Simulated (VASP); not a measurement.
Wanted: the native input for a VASP 6.6.1 run.

```
Task                   : single point
Functional             : PBE
Potentials or basis    : VASP PAW PBE potentials, release 64 (Si, O)
Cutoff                 : 520 eV
k mesh                 : 6 × 6 × 10
Occupations            : gaussian, width 0.05 eV
Spin                   : no spin polarisation
Dipole correction      : no
Further INCAR settings : ALGO = Normal; EDIFF = 1e-07; NBANDS = 25
```

The structure of SiO2 lies in POSCAR:

```
SiO2
1.0
    4.5335838994      0.0000000000      0.0000000000
    0.0000000000      4.5335838994      0.0000000000
    0.0000000000      0.0000000000      2.6299320200
Si O
2 4
Direct
    0.5000000000      0.5000000000      0.5000000000
    0.0000000000      0.0000000000      0.0000000000
    0.6930127928      0.6930127928      0.0000000000
    0.1930127928      0.8069872072      0.5000000000
    0.3069872072      0.3069872072      0.0000000000
    0.8069872072      0.1930127928      0.5000000000
```

These files were run (other wordings do the same):

INCAR

```
SYSTEM = SiO2
ALGO     = Normal         ! electronic algorithm
EDIFF    = 1E-7           ! SCF threshold, eV
ENCUT    = 520            ! plane-wave cutoff, eV
GGA      = PE             ! functional
ISIF     = 2              ! what is computed and relaxed
ISMEAR   = 0              ! smearing method
LASPH    = .True.         ! aspherical terms in the spheres
LCHARG   = .False.        ! write CHGCAR
LREAL    = .False.        ! projectors in reciprocal space
LWAVE    = .False.        ! write WAVECAR
NBANDS   = 25             ! bands
NELM     = 60             ! most SCF steps
PREC     = Accurate       ! precision mode
SIGMA    = 0.05           ! smearing width, eV
```

KPOINTS

```
k-points
0
Gamma
  6 6 10
  0 0 0
```

Potentials or basis: VASP PAW PBE potentials, release 64 (Si, O).

Command:

```console
$ cat potpaw_PBE.64/Si/POTCAR potpaw_PBE.64/O/POTCAR > POTCAR
$ mpirun -np 1 vasp_std > vasp.out
```

It gave:

- Pressure: -21.5 GPa
- Largest force: 1.629 eV/Å
- Band gap on the k mesh: 3.48 eV

Caveat: the cell stands under tension; forces of over 1 eV/Å act on the atoms, so gaps and moduli don't describe the material at rest.

It took 26 s on 1 thread of Intel(R) Xeon(R) 6975P-C (Granite Rapids) (shared host), peak memory 0.19 GiB.
